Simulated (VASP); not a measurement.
# F: single point with PBE

The system is F.

```xyz
2
Lattice="2.3557 0.0000 0.0000 -1.1779 2.0401 0.0000 0.0000 0.0000 2.8702" Properties=species:S:1:pos:R:3 pbc="T T T"
F     0.0000    1.3601    0.7175
F     1.1779    0.6800    2.1526
```

* Program: VASP 6.6.1
* Task: single point
* Functional: PBE
* Potentials or basis: VASP PAW PBE potentials, release 64 (F)
* Cutoff: 520 eV
* k mesh: 18 × 18 × 10
* Occupations: fermi-dirac, width 0.05 eV
* Spin: no spin polarisation

```json
{
 "Pressure": "61.1 GPa",
 "Band gap on the k mesh": "zero (bands 7 and 8 overlap by 1.84 eV)"
}
```

Stress tensor (GPa, compression positive):
```
61.08  0.00  0.00
 0.00 61.08  0.00
 0.00  0.00 61.21
```

Levels at points of the mesh, in eV from the Fermi level:
| k point | band 4 | band 5 | band 6 | band 7 | band 8 | band 9 | band 10 | band 11 |
| --- | --- | --- | --- | --- | --- | --- | --- | --- |
| (0.00, 0.00, 0.00) | -1.99 | -1.99 | 0.04 | 0.04 | 1.26 | 16.87 | 20.71 | 31.49 |
| (0.50, 0.00, 0.00) | -3.84 | -3.56 | -2.69 | -1.43 | 0.30 | 19.58 | 24.86 | 25.39 |
| (0.00, 0.00, 0.50) | -2.60 | -0.96 | -0.96 | -0.96 | -0.96 | 20.35 | 20.35 | 32.92 |
| (0.50, 0.00, 0.50) | -7.10 | -1.78 | -1.78 | 0.04 | 0.04 | 21.45 | 21.45 | 28.06 |

Wall time 13 s on 1 thread of Intel(R) Xeon(R) 6975P-C (Granite Rapids), on a shared host, peak memory 0.14 GiB.

Caveat: the cell stands under pressure.
